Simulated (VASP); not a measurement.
Here is a VASP 6.6.1 calculation.

INCAR

```
SYSTEM = F
ALGO = Normal
EDIFF = 1E-6
ENCUT = 600
GGA = PS
GGA_COMPAT = .False.
ISIF = 2
ISMEAR = -1
LASPH = .True.
LCHARG = .True.
LELF = .True.
LREAL = .False.
LVHAR = .True.
LWAVE = .False.
NBANDS = 18
NELM = 120
PREC = Accurate
SIGMA = 0.08
```

KPOINTS

```
k-points
0
Gamma
  10 10 14
  0 0 0
```

Contents of POSCAR:

```
F
1.0
    3.5248998921      0.0000000000      0.0000000000
   -1.7624499460      3.0526528523      0.0000000000
    0.0000000000      0.0000000000      1.5948171731
F
3
Direct
    0.0000000000      0.0000000000      0.0000000000
    0.3333333333      0.6666666667      0.5000000000
    0.6666666667      0.3333333333      0.5000000000
```

Potentials or basis: VASP PAW PBE potentials, release 64 (F).

Launch:

```sh
$ cat potpaw_PBE.64/F/POTCAR > POTCAR
$ mpirun -np 1 vasp_std > vasp.out
```

Question: Predict the band gap on the k mesh.

Answer: Zero (an odd number of electrons rules out a gap without spin polarisation).

Question: What does it give for the pressure?

Answer: 129.3 GPa.

Stress tensor (GPa, compression positive):
```
128.86   0.00   0.00
  0.00 128.86   0.00
  0.00   0.00 130.14
```

Caveat: the cell stands under pressure; the PAW data sets were made with another functional, which shifts forces and pressure a little; an odd number of electrons without spin polarisation forces a metal; a magnetic or distorted state may lie lower.
